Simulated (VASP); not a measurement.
# MgO (Periclase) (Fm-3m) in VASP: notebook

The runs below take MgO (Periclase) through single point, relaxation of cell and atoms, with r2SCAN.

All numbers are computed with VASP 6.6.1; they aren't measurements. Logs are shortened: lines on timing, memory, paths and dates and some standing lists are left out, and cuts for length are marked.

### 1 The cell of the first run

The structure is cubic, space group Fm-3m (No. 225). The conventional cell has a = 3.502 Å, b = 3.502 Å, c = 3.502 Å, α = 90.00°, β = 90.00°, γ = 90.00°. Mg (site symmetry m-3m) has 6 O at 1.75 Å within 2.3 Å. O (site symmetry m-3m) has 6 Mg at 1.75 Å within 2.3 Å.

### 2 Single point, r2SCAN

The input, POSCAR:

```
MgO
1.0
    0.0000000000      1.7512019025      1.7512019025
    1.7512019025      0.0000000000      1.7512019025
    1.7512019025      1.7512019025      0.0000000000
Mg O
1 1
Direct
    0.0000000000      0.0000000000      0.0000000000
    0.5000000000      0.5000000000      0.5000000000
```

The input, INCAR.step1:

```
SYSTEM = MgO
ALGO = Normal ; EDIFF = 1E-4
ENCUT = 520 ; GGA = PE
ISMEAR = 0 ; LASPH = .TRUE.
LCHARG = .FALSE. ; LREAL = .FALSE.
LWAVE = .TRUE. ; NBANDS = 11
NELM = 100 ; PREC = Accurate
SIGMA = 0.01
```

The input, INCAR.step2:

```
SYSTEM = MgO
ALGO = Normal ; EDIFF = 1E-6
ENCUT = 520 ; ISIF = 2
ISMEAR = 0 ; ISTART = 1
LASPH = .TRUE. ; LCHARG = .FALSE.
LMIXTAU = .TRUE. ; LREAL = .FALSE.
LWAVE = .FALSE. ; METAGGA = R2SCAN
NBANDS = 11 ; NELM = 100
PREC = Accurate ; SIGMA = 0.01
```

The input, KPOINTS:

```
k-points
0
G
  12 12 12
  0 0 0
```

Potentials or basis: VASP PAW PBE potentials, release 64 (Mg, O).

Launch:

```console
cat potpaw_PBE.64/Mg/POTCAR potpaw_PBE.64/O/POTCAR > POTCAR
cp INCAR.step1 INCAR
mpirun -np 1 vasp_std > vasp.out
cp INCAR.step2 INCAR
mpirun -np 1 vasp_std > vasp.out
```

OUTCAR:

```text
SYSTEM = MgO
   EDIFF = 1E-6
   ENCUT = 520
   ISIF = 2
   ISMEAR = 0
   ISTART = 1
   LASPH = .TRUE.
   LREAL = .FALSE.
   METAGGA = R2SCAN
   NELM = 100
   PREC = Accurate

 ion  position               nearest neighbor table
   1  0.000  0.000  0.000-   2 1.75   2 1.75   2 1.75   2 1.75   2 1.75   2 1.75
   2  0.500  0.500  0.500-   1 1.75   1 1.75   1 1.75   1 1.75   1 1.75   1 1.75

  LATTYP: Found a face centered cubic cell.
 ALAT       =     3.5024038050

  Lattice vectors:

 A1 = (   0.0000000000,   1.7512019025,   1.7512019025)
 A2 = (   1.7512019025,   0.0000000000,   1.7512019025)
 A3 = (   1.7512019025,   1.7512019025,   0.0000000000)

Analysis of symmetry for initial positions (statically):
=====================================================================
 Subroutine PRICEL returns:
 Original cell was already a primitive cell.

 Routine SETGRP: Setting up the symmetry group for a
 face centered cubic supercell.

 Subroutine GETGRP returns: Found 48 space group operations
 (whereof 48 operations were pure point group operations)
 out of a pool of 48 trial point group operations.

The static configuration has the point symmetry O_h .

Analysis of symmetry for dynamics (positions and initial velocities):
=====================================================================
 Subroutine PRICEL returns:
 Original cell was already a primitive cell.

 Routine SETGRP: Setting up the symmetry group for a
 face centered cubic supercell.

 Subroutine GETGRP returns: Found 48 space group operations
 (whereof 48 operations were pure point group operations)
 out of a pool of 48 trial point group operations.

The dynamic configuration has the point symmetry O_h .

 Subroutine INISYM returns: Found 48 space group operations
 (whereof 48 operations are pure point group operations),
 and found     1 'primitive' translations

----------------------------------------------------------------------------------------

                                     Primitive cell

  volume of cell :      10.7409

  direct lattice vectors                    reciprocal lattice vectors
     0.000000000  1.751201903  1.751201903    -0.285518191  0.285518191  0.285518191
     1.751201903  0.000000000  1.751201903     0.285518191 -0.285518191  0.285518191
     1.751201903  1.751201903  0.000000000     0.285518191  0.285518191 -0.285518191

  length of vectors
     2.476573481  2.476573481  2.476573481     0.494532014  0.494532014  0.494532014

  position of ions in fractional coordinates (direct lattice)
     0.000000000  0.000000000  0.000000000
     0.500000000  0.500000000  0.500000000

  ion indices of the primitive-cell ions
   primitive index   ion index
                 1           1
                 2           2

----------------------------------------------------------------------------------------

 KPOINTS: k-points

Automatic generation of k-mesh.
 Grid dimensions read from file:
 generate k-points for:   12   12   12

 Generating k-lattice:

  Cartesian coordinates                     Fractional coordinates (reciprocal lattice)
    -0.023793183  0.023793183  0.023793183     0.083333333  0.000000000  0.000000000
     0.023793183 -0.023793183  0.023793183     0.000000000  0.083333333  0.000000000
     0.023793183  0.023793183 -0.023793183     0.000000000  0.000000000  0.083333333

  Length of vectors
     0.041211001  0.041211001  0.041211001

  Shift w.r.t. Gamma in fractional coordinates (k-lattice)
     0.000000000  0.000000000  0.000000000

 Subroutine IBZKPT returns following result:
 ===========================================

 Found     72 irreducible k-points:

 Following reciprocal coordinates:
            Coordinates               Weight
  0.000000  0.000000  0.000000      1.000000
  0.083333  0.000000  0.000000      8.000000
  0.166667  0.000000  0.000000      8.000000
  0.250000  0.000000  0.000000      8.000000
  0.333333  0.000000  0.000000      8.000000
  0.416667  0.000000  0.000000      8.000000
[... 16 lines left out ...]
  0.500000  0.166667  0.000000     24.000000
 -0.416667  0.166667  0.000000     24.000000
 [... further k-points ...]
   k-points           NKPTS =     72   k-points in BZ     NKDIM =     72   number of bands    NBANDS=     11
   number of dos      NEDOS =    301   number of ions     NIONS =      2
   total plane-waves  NPLWV =   5832
   dimension x,y,z NGX =    18 NGY =   18 NGZ =   18
   dimension x,y,z NGXF=    36 NGYF=   36 NGZF=   36
   ions per type =               1   1
   NGX,Y,Z   is equivalent  to a cutoff of  12.08, 12.08, 12.08 a.u.
   NGXF,Y,Z  is equivalent  to a cutoff of  24.17, 24.17, 24.17 a.u.
 SYSTEM =  MgO
   PREC   = accura    normal or accurate (medium, high low for compatibility)
   ISTART =      1    job   : 0-new  1-cont  2-samecut
   ICHARG =      0    charge: 1-file 2-atom 10-const
   ISPIN  =      1    spin polarized calculation?
   LNONCOLLINEAR =      F non collinear calculations
   LSORBIT =      F    spin-orbit coupling
   LASPH  =      T    aspherical Exc in radial PAW
   ENCUT  =  520.0 eV  38.22 Ry    6.18 a.u.   4.60  4.60  4.60*2*pi/ulx,y,z
   NELM   =    100;   NELMIN=  2; NELMDL=  0     # of ELM steps
   EDIFF  = 0.1E-05   stopping-criterion for ELM
   LREAL  =      F    real-space projection
   EDIFFG = 0.1E-04   stopping-criterion for IOM
   NSW    =      0    number of steps for IOM
   IBRION =     -1    ionic relax: 0-MD 1-quasi-New 2-CG
   NFREE  =      0    steps in history (QN), initial steepest desc. (CG)
   ISIF   =      2    stress and relaxation
   ISYM   =      2    0-nonsym 1-usesym 2-fastsym
   POTIM  = 0.5000    time-step for ionic-motion
   TEBEG  =    0.0;   TEEND  =   0.0 temperature during run
   PSTRESS=    0.0 pullay stress
   NELECT =       8.0000    total number of electrons
   NUPDOWN=      -1.0000    fix difference up-down
   EMIN   =  10.00;   EMAX   =-10.00  energy-range for DOS
   EFERMI =   0.00;   METHOD = LEGACY
   ISMEAR =     0;   SIGMA  =   0.01  broadening in eV -4-tet -1-fermi 0-gaus
   EFERMI_NEDOS =   21; number of points for ismear=-14 and -15
   IALGO  =     38    algorithm
   IMIX   =      4    mixing-type and parameters
     AMIX     =   0.40;   BMIX     =  1.00
     AMIX_MAG =   1.60;   BMIX_MAG =  1.00
  volume/ion in A,a.u.               =       5.37        36.24
  Fermi-wavevector in a.u.,A,eV,Ry     =   1.483971  2.804298 29.962322  2.202169
  Thomas-Fermi vector in A             =   2.597566
   LORBIT       =      0    0 simple, 1 ext, 2 COOP (PROOUT), +10 PAW based schemes
   METAGGA = R2SCAN    functional components
   LHFCALC =     F    Hartree Fock is set to
   AEXX    =    0.0000 exact exchange contribution
   IVDW    =     0    specifies the selected vdW correction
   LEPSILON=     F    determine dielectric tensor
   LRPA    =     F    only Hartree local field effects (RPA)
 non-spin polarized calculation
 Gauss-broadening in eV      SIGMA  =   0.01
  energy-cutoff  :      520.00
  volume of cell :       10.74
 maximum number of plane-waves:       303
   NGX =  9   NGY =  9   NGZ =  9

 number of electron       7.9999992 magnetization

 Free energy of the ion-electron system (eV)
  ---------------------------------------------------
  ext. energy  EPLUGINS =         0.00000000
  ---------------------------------------------------
  free energy    TOTEN  =       -11.82984115 eV

  energy without entropy =      -11.82984115  energy(sigma->0) =      -11.82984115

 E-fermi :   8.5912     XC(G=0): -14.7566

 val. band max:        8.3814480372   @ k =   0.0000   0.0000   0.0000
 cond. band min:      18.3848866372   @ k =   0.5000   0.5000   0.0000
 fundamental gap:     10.0034386000
 Fermi energy:         8.5912332782

 k-point     1 :       0.0000    0.0000    0.0000
  band No.  band energies     occupation
      1     -13.6521      2.00000
      2       8.3814      2.00000
      3       8.3814      2.00000
      4       8.3814      2.00000
      5      21.8316      0.00000
      6      28.2259      0.00000
      7      28.2259      0.00000
      8      28.2259      0.00000
      9      34.2707      0.00000
     10      36.8142      0.00000
     11      36.8142      0.00000

 k-point     2 :       0.0833    0.0000    0.0000
  band No.  band energies     occupation
      1     -13.4845      2.00000
      2       7.7899      2.00000
      3       8.2528      2.00000
      4       8.2528      2.00000
      5      22.2255      0.00000
      6      27.1265      0.00000
      7      28.5728      0.00000
      8      28.5728      0.00000
      9      36.2678      0.00000
     10      36.7538      0.00000
     11      36.7538      0.00000

 k-point     3 :       0.1667    0.0000    0.0000
  band No.  band energies     occupation
      1     -13.0009      2.00000
      2       6.2844      2.00000
      3       7.9149      2.00000
      4       7.9149      2.00000
      5      22.8374      0.00000
      6      26.0051      0.00000
      7      29.5143      0.00000
      8      29.5144      0.00000
      9      36.7080      0.00000
     10      36.7080      0.00000
     11      40.1118      0.00000

 k-point     4 :       0.2500    0.0000    0.0000
  band No.  band energies     occupation
      1     -12.2677      2.00000
      2       4.3758      2.00000
      3       7.4810      2.00000
      4       7.4811      2.00000
      5      22.5254      0.00000
      6      26.6030      0.00000
      7      30.7401      0.00000
      8      30.7401      0.00000
      9      37.0070      0.00000
     10      37.0070      0.00000
     11      42.9095      0.00000

 k-point     5 :       0.3333    0.0000    0.0000
  band No.  band energies     occupation
      1     -11.4158      2.00000
      2       2.5199      2.00000
      3       7.0745      2.00000
      4       7.0745      2.00000
      5      21.9095      0.00000
      6      27.9635      0.00000
      7      31.7654      0.00000
      8      31.7654      0.00000
      9      38.0153      0.00000
     10      38.0153      0.00000
     11      42.7933      0.00000
[... 211 lines left out ...]
 k-point    21 :       0.3333    0.1667    0.0000
  band No.  band energies     occupation
      1     -11.6064      2.00000
      2       3.5545      2.00000
      3       6.5912      2.00000
      4       6.9578      2.00000
      5      22.3529      0.00000
      6      25.6545      0.00000
      7      32.0922      0.00000
      8      33.2214      0.00000
      9      34.9552      0.00000
     10      39.7899      0.00000
     11      46.1497      0.00000

 k-point    22 :       0.4167    0.1667    0.0000
  band No.  band energies     occupation
      1     -10.8771      2.00000
      2       2.2569      2.00000
      3       5.9747      2.00000
      4       6.6760      2.00000
      5      22.3506      0.00000
      6      26.7830      0.00000
      7      31.7944      0.00000
      8      33.7822      0.00000
      9      36.5218      0.00000
     10      41.1832      0.00000
     11      45.8142      0.00000

 k-point    23 :       0.5000    0.1667    0.0000
  band No.  band energies     occupation
      1     -10.3444      2.00000
      2       1.3905      2.00000
      3       5.5348      2.00000
      4       6.5283      2.00000
      5      22.5589      0.00000
      6      27.4993      0.00000
      7      31.7898      0.00000
      8      33.9321      0.00000
      9      38.0057      0.00000
     10      41.5396      0.00000
     11      45.4986      0.00000

 k-point    24 :      -0.4167    0.1667    0.0000
  band No.  band energies     occupation
      1     -10.2489      2.00000
      2       1.2691      2.00000
      3       5.3477      2.00000
      4       6.5473      2.00000
      5      22.8610      0.00000
      6      27.5465      0.00000
      7      31.9463      0.00000
      8      33.8653      0.00000
      9      39.0901      0.00000
     10      39.6475      0.00000
     11      45.5487      0.00000

 [... further k-points ...]

------------------------ aborting loop because EDIFF is reached ----------------------------------------

  FORCE on cell =-STRESS in cart. coord.  units (eV):
  Direction    XX          YY          ZZ          XY          YZ          ZX
  --------------------------------------------------------------------------------------
  -------------------------------------------------------------------------------------
  Total       19.2839894     19.2839894     19.2839894      0.0000000      0.0000000      0.0000000
  in kB     2876.5293479   2876.5293479   2876.5293479      0.0000000      0.0000000      0.0000000
  external PRESSURE =    2876.5293479 kB  Pullay stress =       0.0000000 kB

 VOLUME and BASIS-vectors are now :
 -----------------------------------------------------------------------------
  energy-cutoff  :      520.00
  volume of cell :       10.74
      direct lattice vectors                 reciprocal lattice vectors
     0.000000000  1.751201903  1.751201903    -0.285518191  0.285518191  0.285518191
     1.751201903  0.000000000  1.751201903     0.285518191 -0.285518191  0.285518191
     1.751201903  1.751201903  0.000000000     0.285518191  0.285518191 -0.285518191

 POSITION                                       TOTAL-FORCE (eV/Angst)
 -----------------------------------------------------------------------------------
      0.00000      0.00000      0.00000         0.000000      0.000000     -0.000000
      1.75120      1.75120      1.75120        -0.000000     -0.000000      0.000000
 -----------------------------------------------------------------------------------
    total drift:                               -0.000000     -0.000000     -0.000000

  FREE ENERGIE OF THE ION-ELECTRON SYSTEM (eV)
  ---------------------------------------------------
  free  energy   TOTEN  =       -11.8298411521 eV

  energy  without entropy=      -11.8298411521  energy(sigma->0) =      -11.82984115
```

Wall time 58 s (1 thread of Intel Xeon 8259CL, shared host); peak memory 0.13 GiB.

What came out:

```yaml
Free_energy: -11.8298 eV
Pressure: 287.7 GPa
Band_gap_on_the_k_mesh: 10.00 eV, indirect (least direct gap 12.29 eV)
```

Levels at points of the mesh, in eV from the valence-band top:
```
           k point  band 2  band 3  band 4  band 5  band 6  band 7
(0.00, 0.00, 0.00)    0.00    0.00    0.00   13.45   19.84   19.84
(0.50, 0.00, 0.00)   -7.79   -1.69   -1.69   13.02   21.11   24.06
(0.50, 0.50, 0.00)   -6.81   -2.29   -2.29   10.00   18.98   21.81
```

Caveat: the PAW data sets were made with another functional, which shifts forces and pressure a little.

### 3 Relaxation of cell and atoms, r2SCAN, target pressure 280 GPa, at which the enthalpy is minimised

This run uses another cell than the first one, of 5.36 Å³/atom, 0.997 times its volume.

The input, POSCAR:

```
MgO
1.0
    0.0000000000      1.7497102057      1.7497102057
    1.7497102057      0.0000000000      1.7497102057
    1.7497102057      1.7497102057      0.0000000000
Mg O
1 1
Direct
    0.0000000000      0.0000000000      0.0000000000
    0.5000000000      0.5000000000      0.5000000000
```

The input, INCAR.step1:

```
PREC     = Accurate       # precision mode
ENCUT    = 600            # plane-wave cutoff, eV
ISMEAR   = 0              # smearing method
SIGMA    = 0.01           # smearing width, eV
LREAL    = False          # projectors in reciprocal space
LASPH    = True           # aspherical terms in the spheres
NELM     = 80             # most SCF steps
GGA      = PE             # functional
ALGO     = Normal         # electronic algorithm
EDIFF    = 1E-4           # SCF threshold, eV
LWAVE    = True           # write WAVECAR
LCHARG   = False          # write CHGCAR
```

The input, INCAR.step2:

```
PREC     = Accurate       # precision mode
ENCUT    = 600            # plane-wave cutoff, eV
EDIFF    = 1E-6           # SCF threshold, eV
ISMEAR   = 0              # smearing method
SIGMA    = 0.01           # smearing width, eV
LREAL    = False          # projectors in reciprocal space
LASPH    = True           # aspherical terms in the spheres
NELM     = 80             # most SCF steps
ALGO     = Normal         # electronic algorithm
ISIF     = 3              # what is computed and relaxed
LWAVE    = False          # write WAVECAR
LCHARG   = False          # write CHGCAR
METAGGA  = R2SCAN         # meta-GGA
LMIXTAU  = True         
IBRION   = 2              # ionic algorithm
NSW      = 80             # ionic steps
EDIFFG   = -0.002         # ionic threshold
PSTRESS  = 2800.0       
ISTART   = 1
```

The input, KPOINTS:

```
Automatic mesh
0
Gamma
  12 12 12
```

Potentials or basis: VASP PAW PBE potentials, release 64 (Mg, O).

Launch:

```console
cat potpaw_PBE.64/Mg/POTCAR potpaw_PBE.64/O/POTCAR > POTCAR
cp INCAR.step1 INCAR
mpirun -np 1 vasp_std > vasp.out
cp INCAR.step2 INCAR
mpirun -np 1 vasp_std > vasp.out
```

Run time: 2.4 min. Hardware: 1 thread of Intel Xeon 8259CL, shared host; peak memory 0.14 GiB.

Results (log left out):

| Quantity | Value |
| --- | --- |
| Free energy | -11.9551 eV |
| Relaxed volume | 5.40 Å³/atom |
| Relaxed cell | a = 2.482 Å, b = 2.482 Å, c = 2.482 Å, α = 60.00°, β = 60.00°, γ = 60.00° |
| Space group after relaxing (to 0.05 Å) | Fm-3m (No. 225) |
| Energy change on relaxing (the enthalpy is what falls) | -84.1 meV/atom |
| Ionic steps | 4 |
| Pressure after relaxing | 280.0 GPa |
| Band gap on the k mesh | 10.02 eV, indirect (least direct gap 12.29 eV) |

Step by step:
| step | energy change (eV) | largest force (eV/Å) | pressure (GPa) | volume (Å³) |
| --- | --- | --- | --- | --- |
| 1 | 0.0000 | 0.0000 | 289.92 | 10.71 |
| 2 | -0.8601 | 0.0000 | 239.32 | 11.24 |
| 3 | -0.1722 | 0.0000 | 279.76 | 10.81 |
| 4 | -0.1681 | 0.0000 | 280.00 | 10.81 |

Final structure:
```
CELL_PARAMETERS angstrom
0.00000 1.75484 1.75484
1.75484 0.00000 1.75484
1.75484 1.75484 0.00000
ATOMIC_POSITIONS crystal
Mg 0.00000 0.00000 0.00000
O 0.50000 0.50000 0.50000
```

Levels at points of the mesh, in eV from the valence-band top:
```csv
k point,band 2,band 3,band 4,band 5,band 6,band 7
"(0.00, 0.00, 0.00)",0.00,0.00,0.00,13.33,19.82,19.82
"(0.50, 0.00, 0.00)",-7.75,-1.67,-1.67,12.97,21.02,23.98
"(0.50, 0.50, 0.00)",-6.77,-2.28,-2.28,10.02,18.87,21.71
```

Caveat: the cell is relaxed towards a set pressure, so the enthalpy falls and the energy may rise; the PAW data sets were made with another functional, which shifts forces and pressure a little.
